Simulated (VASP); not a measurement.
Write the native input for VASP 6.6.1 that does the following.

| Item | Value |
| --- | --- |
| Task | single point |
| Functional | PBE |
| Potentials or basis | VASP PAW PBE potentials, release 64 (Ba_sv, Ti_sv, O) |
| Cutoff | 520 eV |
| k mesh | 6 × 6 × 6 |
| Occupations | gaussian, width 0.01 eV |
| Spin | no spin polarisation |
| Dipole correction | no |
| Further INCAR settings | ALGO = Normal; EDIFF = 1e-06; NBANDS = 28 |

The structure of BaTiO3 lies in POSCAR:

```
BaTiO3
1.0
    2.8342657106      1.6363640710      2.3326958131
   -2.8342657106      1.6363640710      2.3326958131
    0.0000000000     -3.2727281420      2.3326958131
Ba Ti O
1 1 3
Direct
   -0.0054008912     -0.0054008912     -0.0054008912
    0.4803547845      0.4803547845      0.4803547845
    0.5112004268      0.5112004268      0.0218452530
    0.0218452530      0.5112004268      0.5112004268
    0.5112004268      0.0218452530      0.5112004268
```

This cell differs from its parent crystal: volume changed by -3%.

The input as run:

INCAR

```
SYSTEM = BaTiO3
  PREC = Accurate
  ENCUT = 520
  EDIFF = 1E-6
  ISMEAR = 0
  SIGMA = 0.01
  LREAL = .False.
  LASPH = .True.
  NELM = 60
  ALGO = Normal
  ISIF = 2
  LWAVE = .False.
  LCHARG = .False.
  GGA = PE
  NBANDS = 28
```

KPOINTS

```
regular mesh
0
Gamma
  6 6 6
  0 0 0
```

Potentials or basis: VASP PAW PBE potentials, release 64 (Ba_sv, Ti_sv, O).

Command:

```bash
$ cat potpaw_PBE.64/Ba_sv/POTCAR potpaw_PBE.64/Ti_sv/POTCAR potpaw_PBE.64/O/POTCAR > POTCAR
$ mpirun -np 1 vasp_std > vasp.out
```

It gave:

```yaml
Pressure: 6.8 GPa
Largest_force: 0.475 eV/Å
Band_gap_on_the_k_mesh: 2.67 eV, indirect (least direct gap 3.20 eV)
```

Caveat: spin-orbit coupling is left out, which moves the levels of the heavy elements.

It took 27 s on 1 thread of Intel(R) Xeon(R) 6975P-C (Granite Rapids), on a shared host, peak memory 0.2 GiB.
